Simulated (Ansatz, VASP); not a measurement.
**AlNi, level by level in two programs**

```
Ni Al
1.0
     1.89912   -1.91332    0.00000
     1.89912    1.91332    0.00000
     0.00000    0.00000    3.03616
Ni Al
1 1
Cartesian
  1.8991 0.0000 1.5181
  0.0000 0.0000 0.0000
```

Single points on this cell with VASP 6.6.1 and Ansatz 0.2.0. Each row is one pair of runs. Alike in all rows: spin: collinear, typed start; k mesh: 10 × 10 × 9; smearing: fermi-dirac, width 0.05 eV.

```csv
level,"VASP's potentials, cutoff","Ansatz's potentials, cutoff","gap on the k mesh at the Fermi level (eV), VASP","gap on the k mesh at the Fermi level (eV), Ansatz","pressure (GPa), VASP","pressure (GPa), Ansatz","net moment per atom (μB), VASP","net moment per atom (μB), Ansatz"
r2SCAN,"VASP PAW PBE potentials, release 64 (Ni, Al), 520 eV","Ansatz PAW, 500 eV",none,?,13.1,?,0.00,?
PBEsol,"VASP PAW PBE potentials, release 64 (Ni, Al), 520 eV","Ansatz PAW, 420 eV",none,none,12.9,12.8,0.00,0.00
LDA,"VASP PAW LDA potentials, release 64 (Ni, Al), 520 eV","Ansatz PAW, 420 eV",none,none,7.0,6.6,0.00,0.00
```

Problem. Fill in what Ansatz gave in row 1.

Solution. gap on the k mesh at the Fermi level (eV): none; pressure (GPa): 13.3; net moment per atom (μB): 0.00.

VASP's potentials hold 13 valence electrons a cell and Ansatz's 21, so a difference there can come from the potentials and not from the codes.

A gap of «none» marks a metal or a gap that the smearing closes.

Noted on Ansatz's runs: the magnetic or orbital state may not be the lowest.
